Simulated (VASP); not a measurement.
# Ti (P6_3/mmc) in VASP: notebook

Runs on Ti. Level: PBEsol. Tasks: single point.

Program: VASP 6.6.1. These are calculated values, not measurements. Logs are shortened: lines on timing, memory, paths and dates and some standing lists are left out, and cuts for length are marked.

## (1) The cell of the first run

Symmetry: P6_3/mmc, No. 194, hexagonal system. The conventional cell has a = 3.016 Å, b = 3.016 Å, c = 4.591 Å, α = 90.00°, β = 90.00°, γ = 120.00°. Within 3.8 Å of Ti (site symmetry -6m2) lie 12 Ti at 2.88 to 3.02 Å.

## (2) Single point, PBEsol (strain +0.040 along x and y, +0.000 along z)

File INCAR:

```
PREC = Accurate ; ENCUT = 520
EDIFF = 1E-6 ; ISMEAR = 0
SIGMA = 0.15 ; LREAL = F
LASPH = T ; NELM = 80
ALGO = Fast ; ISIF = 2
LWAVE = F ; LCHARG = T
GGA = PS ; LELF = T
LVHAR = T ; NBANDS = 19
```

File KPOINTS:

```
regular mesh
0
Gamma
  24 24 14
```

File POSCAR:

```
Ti
1.0
    3.0164526083      0.0000000000      0.0000000000
   -1.5082263041      2.6123245881      0.0000000000
    0.0000000000      0.0000000000      4.5909904468
Ti
2
Direct
    0.3333333333      0.6666666667      0.2500000000
    0.6666666667      0.3333333333      0.7500000000
```

Potentials or basis: VASP PAW PBE potentials, release 64 (Ti_sv).

Started as:

```bash
$ cat potpaw_PBE.64/Ti_sv/POTCAR > POTCAR
$ mpirun -np 1 vasp_std > vasp.out
```

OUTCAR:

```text
PREC = Accurate
   ENCUT = 520
   EDIFF = 1E-6
   ISMEAR = 0
   LREAL = F
   LASPH = T
   NELM = 80
   ISIF = 2
   GGA = PS

 ion  position               nearest neighbor table
   1  0.333  0.667  0.250-   2 2.88   2 2.88   2 2.88   2 2.88   2 2.88   2 2.88
   2  0.667  0.333  0.750-   1 2.88   1 2.88   1 2.88   1 2.88   1 2.88   1 2.88

  LATTYP: Found a hexagonal cell.
 ALAT       =     3.0164526083
 C/A-ratio  =     1.5219832840

  Lattice vectors:

 A1 = (   3.0164526083,   0.0000000000,   0.0000000000)
 A2 = (  -1.5082263041,   2.6123245881,   0.0000000000)
 A3 = (   0.0000000000,   0.0000000000,   4.5909904468)

Analysis of symmetry for initial positions (statically):
=====================================================================
 Subroutine PRICEL returns:
 Original cell was already a primitive cell.

 Routine SETGRP: Setting up the symmetry group for a
 hexagonal supercell.

 Subroutine GETGRP returns: Found 24 space group operations
 (whereof 12 operations were pure point group operations)
 out of a pool of 24 trial point group operations.

The static configuration has the point symmetry D_3d.
 The point group associated with its full space group is D_6h.

Analysis of symmetry for dynamics (positions and initial velocities):
=====================================================================
 Subroutine PRICEL returns:
 Original cell was already a primitive cell.

 Routine SETGRP: Setting up the symmetry group for a
 hexagonal supercell.

 Subroutine GETGRP returns: Found 24 space group operations
 (whereof 12 operations were pure point group operations)
 out of a pool of 24 trial point group operations.

The dynamic configuration has the point symmetry D_3d.
 The point group associated with its full space group is D_6h.

 Subroutine INISYM returns: Found 24 space group operations
 (whereof 12 operations are pure point group operations),
 and found     1 'primitive' translations

----------------------------------------------------------------------------------------

                                     Primitive cell

  volume of cell :      36.1768

  direct lattice vectors                    reciprocal lattice vectors
     3.016452608  0.000000000  0.000000000     0.331515237  0.191400411  0.000000000
    -1.508226304  2.612324588  0.000000000     0.000000000  0.382800822  0.000000000
[... 71 lines left out ...]
   dimension x,y,z NGXF=    48 NGYF=   48 NGZF=   72
   ions per type =               2
   NGX,Y,Z   is equivalent  to a cutoff of  13.23, 13.23, 13.04 a.u.
   NGXF,Y,Z  is equivalent  to a cutoff of  26.45, 26.45, 26.07 a.u.
 SYSTEM =  unknown system
   PREC   = accura    normal or accurate (medium, high low for compatibility)
   ISTART =      0    job   : 0-new  1-cont  2-samecut
   ICHARG =      2    charge: 1-file 2-atom 10-const
   ISPIN  =      1    spin polarized calculation?
   LNONCOLLINEAR =      F non collinear calculations
   LSORBIT =      F    spin-orbit coupling
   LASPH  =      T    aspherical Exc in radial PAW
   ENCUT  =  520.0 eV  38.22 Ry    6.18 a.u.   5.61  5.61  8.54*2*pi/ulx,y,z
   NELM   =     80;   NELMIN=  2; NELMDL= -5     # of ELM steps
   EDIFF  = 0.1E-05   stopping-criterion for ELM
   LREAL  =      F    real-space projection
[... 7 lines left out ...]
   TEBEG  =    0.0;   TEEND  =   0.0 temperature during run
   PSTRESS=    0.0 pullay stress
   NELECT =      24.0000    total number of electrons
   NUPDOWN=      -1.0000    fix difference up-down
   EMIN   =  10.00;   EMAX   =-10.00  energy-range for DOS
   EFERMI =   0.00;   METHOD = LEGACY
   ISMEAR =     0;   SIGMA  =   0.15  broadening in eV -4-tet -1-fermi 0-gaus
   EFERMI_NEDOS =   21; number of points for ismear=-14 and -15
   IALGO  =     68    algorithm
   IMIX   =      4    mixing-type and parameters
     AMIX     =   0.40;   BMIX     =  1.00
     AMIX_MAG =   1.60;   BMIX_MAG =  1.00
  volume/ion in A,a.u.               =      18.09       122.07
  Fermi-wavevector in a.u.,A,eV,Ry     =   1.427804  2.698158 27.737163  2.038624
  Thomas-Fermi vector in A             =   2.547934
   LORBIT       =      0    0 simple, 1 ext, 2 COOP (PROOUT), +10 PAW based schemes
   GGA     = PS    functional components
   LHFCALC =     F    Hartree Fock is set to
   AEXX    =    0.0000 exact exchange contribution
   IVDW    =     0    specifies the selected vdW correction
   LEPSILON=     F    determine dielectric tensor
   LRPA    =     F    only Hartree local field effects (RPA)
 non-spin polarized calculation
 RMM-DIIS sequential band-by-band and
 Gauss-broadening in eV      SIGMA  =   0.15
  energy-cutoff  :      520.00
  volume of cell :       36.18
 maximum number of plane-waves:      1002
 NGX is ok and might be reduce to    24
   NGX = 11   NGY = 11   NGZ = 17

 number of electron      24.0000012 magnetization

 Free energy of the ion-electron system (eV)
  ---------------------------------------------------
  ext. energy  EPLUGINS =         0.00000000
  ---------------------------------------------------
  free energy    TOTEN  =       -16.60413717 eV

  energy without entropy =      -16.57939093  energy(sigma->0) =      -16.59176405

 E-fermi :   7.7941     XC(G=0): -11.4406

 val. band max:        7.7923941330   @ k =   0.3333   0.2500   0.2857
 cond. band min:       7.7954235125   @ k =   0.2500   0.2500   0.4286
 fundamental gap:      0.0030293795
 Fermi energy:         7.7941022692

 k-point     1 :       0.0000    0.0000    0.0000
  band No.  band energies     occupation
      1     -48.9202      2.00000
      2     -48.7837      2.00000
      3     -25.5956      2.00000
      4     -25.0184      2.00000
      5     -25.0184      2.00000
      6     -24.9155      2.00000
[... 505 lines left out ...]
      6     -25.1417      2.00000
[... 11 lines left out ...]
     18      11.2606      0.00000
     19      11.8511      0.00000

 [... further k-points ...]
[... 5 lines left out ...]
  --------------------------------------------------------------------------------------
  -------------------------------------------------------------------------------------
  Total       -2.1358631     -2.1358631     -1.3227301     -0.0000000     -0.0000000     -0.0000000
  in kB      -94.5919013    -94.5919013    -58.5803281     -0.0000000     -0.0000000     -0.0000000
  external PRESSURE =     -82.5880436 kB  Pullay stress =       0.0000000 kB

 VOLUME and BASIS-vectors are now :
 -----------------------------------------------------------------------------
  energy-cutoff  :      520.00
  volume of cell :       36.18
      direct lattice vectors                 reciprocal lattice vectors
     3.016452608  0.000000000  0.000000000     0.331515237  0.191400411  0.000000000
    -1.508226304  2.612324588  0.000000000     0.000000000  0.382800822  0.000000000
     0.000000000  0.000000000  4.590990447     0.000000000  0.000000000  0.217817922

 POSITION                                       TOTAL-FORCE (eV/Angst)
 -----------------------------------------------------------------------------------
     -0.00000      1.74155      1.14775         0.000000     -0.000000      0.000000
      1.50823      0.87077      3.44324        -0.000000      0.000000      0.000000
 -----------------------------------------------------------------------------------
    total drift:                               -0.000000      0.000000     -0.000000

  FREE ENERGIE OF THE ION-ELECTRON SYSTEM (eV)
  ---------------------------------------------------
  free  energy   TOTEN  =       -16.6041371656 eV

  energy  without entropy=      -16.5793909260  energy(sigma->0) =      -16.59176405
```

stdout:

```text
POSCAR found type information on POSCAR Ti
 POSCAR found :  1 types and       2 ions
 scaLAPACK will be used
 -----------------------------------------------------------------------------
|                                                                             |
|                                                                             |
|     You enforced a specific xc type in the INCAR file but a different       |
|     I HOPE YOU KNOW WHAT YOU ARE DOING!                                     |
|                                                                             |
 -----------------------------------------------------------------------------

 LDA part: xc-table for (Slater+PW92), standard interpolation
 POSCAR, INCAR and KPOINTS ok, starting setup
 FFT: planning ... GRIDC
 FFT: planning ... GRID_SOFT
 FFT: planning ... GRID
 WAVECAR not read
 entering main loop
WARNING in EDDRMM: call to ZHEGV failed, returncode =   6  3     19
WARNING in EDDRMM: call to ZHEGV failed, returncode =   8  4      8
WARNING in EDDRMM: call to ZHEGV failed, returncode =   8  4      5
WARNING in EDDRMM: call to ZHEGV failed, returncode =   6  3     11
WARNING in EDDRMM: call to ZHEGV failed, returncode =   6  3     10
WARNING in EDDRMM: call to ZHEGV failed, returncode =   8  4     14
WARNING in EDDRMM: call to ZHEGV failed, returncode =   6  3      6
WARNING in EDDRMM: call to ZHEGV failed, returncode =   6  3      7
WARNING in EDDRMM: call to ZHEGV failed, returncode =   6  3      9
WARNING in EDDRMM: call to ZHEGV failed, returncode =   8  4     10
WARNING in EDDRMM: call to ZHEGV failed, returncode =   8  4      9
```

Run time: 6.4 min. Hardware: 1 thread of Intel Xeon 6975P-C (Granite Rapids), shared host; peak memory 0.37 GiB.

Results:

```yaml
Free_energy: -16.6041 eV
Pressure: -8.3 GPa
Band_gap_on_the_k_mesh: zero (bands 12 and 13 overlap by 1.10 eV)
```

Stress tensor (GPa, compression positive):
```
-9.46  0.00  0.00
 0.00 -9.46  0.00
 0.00  0.00 -5.86
```

Caveat: the cell differs from its parent crystal (strain +0.040 along x and y, +0.000 along z); the cell stands under tension; the PAW data sets were made with another functional, which shifts forces and pressure a little.

## (3) Single point, PBEsol (strain +0.080 along x and y, -0.040 along z)

File INCAR:

```
SYSTEM = Ti
PREC = Accurate
ENCUT = 520
EDIFF = 1E-6
ISMEAR = 0
SIGMA = 0.15
LREAL = .FALSE.
LASPH = .TRUE.
NELM = 60
ALGO = Fast
ISIF = 2
LWAVE = .FALSE.
LCHARG = .FALSE.
GGA = PS
NBANDS = 19
```

File KPOINTS:

```
regular mesh
0
G
  24 24 14
  0 0 0
```

File POSCAR:

```
Ti
1.0
    3.1324700163      0.0000000000      0.0000000000
   -1.5662350081      2.7127986108      0.0000000000
    0.0000000000      0.0000000000      4.4073508289
Ti
2
Direct
    0.3333333333      0.6666666667      0.2500000000
    0.6666666667      0.3333333333      0.7500000000
```

Potentials or basis: VASP PAW PBE potentials, release 64 (Ti_sv).

Started as:

```bash
$ cat potpaw_PBE.64/Ti_sv/POTCAR > POTCAR
$ mpirun -np 1 vasp_std > vasp.out
```

OUTCAR:

```text
SYSTEM = Ti
   PREC = Accurate
   ENCUT = 520
   EDIFF = 1E-6
   ISMEAR = 0
   LREAL = .FALSE.
   LASPH = .TRUE.
   NELM = 60
   ISIF = 2
   GGA = PS

 ion  position               nearest neighbor table
   1  0.333  0.667  0.250-   2 2.85   2 2.85   2 2.85   2 2.85   2 2.85   2 2.85
   2  0.667  0.333  0.750-   1 2.85   1 2.85   1 2.85   1 2.85   1 2.85   1 2.85

  LATTYP: Found a hexagonal cell.
 ALAT       =     3.1324700163
 C/A-ratio  =     1.4069889914

  Lattice vectors:

 A1 = (   3.1324700163,   0.0000000000,   0.0000000000)
 A2 = (  -1.5662350081,   2.7127986108,   0.0000000000)
 A3 = (   0.0000000000,   0.0000000000,   4.4073508289)

Analysis of symmetry for initial positions (statically):
=====================================================================
 Subroutine PRICEL returns:
 Original cell was already a primitive cell.

 Routine SETGRP: Setting up the symmetry group for a
 hexagonal supercell.

 Subroutine GETGRP returns: Found 24 space group operations
 (whereof 12 operations were pure point group operations)
 out of a pool of 24 trial point group operations.

[... 157 lines left out ...]

 Free energy of the ion-electron system (eV)
  ---------------------------------------------------
  ext. energy  EPLUGINS =         0.00000000
  ---------------------------------------------------
  free energy    TOTEN  =       -16.44911515 eV

  energy without entropy =      -16.42029379  energy(sigma->0) =      -16.43470447

 E-fermi :   7.4192     XC(G=0): -11.2704

 val. band max:        7.4180089303   @ k =   0.1250   0.0417   0.0000
 cond. band min:       7.4203802230   @ k =   0.4583  -0.0000   0.0000
 fundamental gap:      0.0023712927
 Fermi energy:         7.4191906260

 k-point     1 :       0.0000    0.0000    0.0000
  band No.  band energies     occupation
      1     -49.3442      2.00000
      2     -49.1908      2.00000
      3     -26.0192      2.00000
      4     -25.5098      2.00000
      5     -25.5098      2.00000
      6     -25.3655      2.00000
[... 505 lines left out ...]
      6     -25.6101      2.00000
[... 11 lines left out ...]
     18      10.9218      0.00000
     19      11.2127      0.00000

 [... further k-points ...]
[... 5 lines left out ...]
  --------------------------------------------------------------------------------------
  -------------------------------------------------------------------------------------
  Total       -3.1815306     -3.1815306     -1.0511016     -0.0000000     -0.0000000      0.0000000
  in kB     -136.1020250   -136.1020250    -44.9648553     -0.0000000     -0.0000000      0.0000000
  external PRESSURE =    -105.7229684 kB  Pullay stress =       0.0000000 kB

 VOLUME and BASIS-vectors are now :
 -----------------------------------------------------------------------------
  energy-cutoff  :      520.00
  volume of cell :       37.45
      direct lattice vectors                 reciprocal lattice vectors
     3.132470016  0.000000000  0.000000000     0.319236894  0.184311507  0.000000000
    -1.566235008  2.712798611  0.000000000     0.000000000  0.368623014  0.000000000
     0.000000000  0.000000000  4.407350829     0.000000000  0.000000000  0.226893669

 POSITION                                       TOTAL-FORCE (eV/Angst)
 -----------------------------------------------------------------------------------
     -0.00000      1.80853      1.10184         0.000000      0.000000      0.000000
      1.56624      0.90427      3.30551        -0.000000      0.000000      0.000000
 -----------------------------------------------------------------------------------
    total drift:                                0.000000     -0.000000      0.000000

  FREE ENERGIE OF THE ION-ELECTRON SYSTEM (eV)
  ---------------------------------------------------
  free  energy   TOTEN  =       -16.4491151538 eV

  energy  without entropy=      -16.4202937882  energy(sigma->0) =      -16.43470447
```

stdout:

```text
POSCAR found type information on POSCAR Ti
 POSCAR found :  1 types and       2 ions
 scaLAPACK will be used
 -----------------------------------------------------------------------------
|                                                                             |
|                                                                             |
|     You enforced a specific xc type in the INCAR file but a different       |
[... 20 lines left out ...]
WARNING in EDDRMM: call to ZHEGV failed, returncode =   8  4      7
WARNING in EDDRMM: call to ZHEGV failed, returncode =   8  4      6
WARNING in EDDRMM: call to ZHEGV failed, returncode =   8  4      4
WARNING in EDDRMM: call to ZHEGV failed, returncode =   6  3      9
WARNING in EDDRMM: call to ZHEGV failed, returncode =   8  4      5
WARNING in EDDRMM: call to ZHEGV failed, returncode =   8  4     10
WARNING in EDDRMM: call to ZHEGV failed, returncode =   8  4      4
```

Run time: 6.4 min. Hardware: 1 thread of Intel Xeon 6975P-C (Granite Rapids), shared host; peak memory 0.38 GiB.

Results:

| Property | Result |
| --- | --- |
| Free energy | -16.4491 eV |
| Pressure | -10.6 GPa |
| Band gap on the k mesh | zero (bands 12 and 13 overlap by 1.02 eV) |

Stress tensor (GPa, compression positive):
```
-13.61   0.00   0.00
  0.00 -13.61   0.00
  0.00   0.00  -4.50
```

Caveat: the cell differs from its parent crystal (strain +0.080 along x and y, -0.040 along z); the stress differs along the axes, from -14 to -4 GPa; the PAW data sets were made with another functional, which shifts forces and pressure a little.

[end of part 1 of 3]
